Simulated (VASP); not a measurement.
Input of a VASP 6.6.1 run:

INCAR

```
ALGO     = Normal         # electronic algorithm
EDIFF    = 1E-7           # SCF threshold, eV
ENCUT    = 520            # plane-wave cutoff, eV
GGA      = PE             # functional
ISIF     = 2              # what is computed and relaxed
ISMEAR   = 0              # smearing method
LASPH    = True           # aspherical terms in the spheres
LCHARG   = True           # write CHGCAR
LELF     = True           # ELF
LREAL    = False          # projectors in reciprocal space
LVHAR    = True         
LWAVE    = False          # write WAVECAR
NBANDS   = 36             # bands
NELM     = 60             # most SCF steps
PREC     = Accurate       # precision mode
SIGMA    = 0.1            # smearing width, eV
```

Contents of KPOINTS:

```
k-points
0
Gamma
  12 12 8
```

The input POSCAR:

```
Zn3BiO
1.0
    4.9758139333      0.0000000000      0.0000000000
   -2.4879069667      4.3091812708      0.0000000000
    0.0000000000      0.0000000000      4.9615852109
Zn Bi O
3 1 1
Direct
    0.4117481435      0.0000000000      0.0000000000
    0.0000000000      0.4117481435      0.0000000000
    0.5882518565      0.5882518565      0.0000000000
    0.0000000000      0.0000000000      0.5000000000
    0.0000000000      0.0000000000      0.0000000000
```

Potentials or basis: VASP PAW PBE potentials, release 64 (Zn, Bi_d, O).

Launch:

```console
$ cat potpaw_PBE.64/Zn/POTCAR potpaw_PBE.64/Bi_d/POTCAR potpaw_PBE.64/O/POTCAR > POTCAR
$ mpirun -np 1 vasp_std > vasp.out
```

Question: Estimate the pressure.

Answer: 0.2 GPa.

Question: What does it give for the band gap on the k mesh?

Answer: Zero (an odd number of electrons rules out a gap without spin polarisation).

Stress tensor (GPa, compression positive):
```
0.31 0.00 0.00
0.00 0.31 0.00
0.00 0.00 0.02
```

Caveat: spin-orbit coupling is left out, which moves the levels of the heavy elements; an odd number of electrons without spin polarisation forces a metal; a magnetic or distorted state may lie lower.
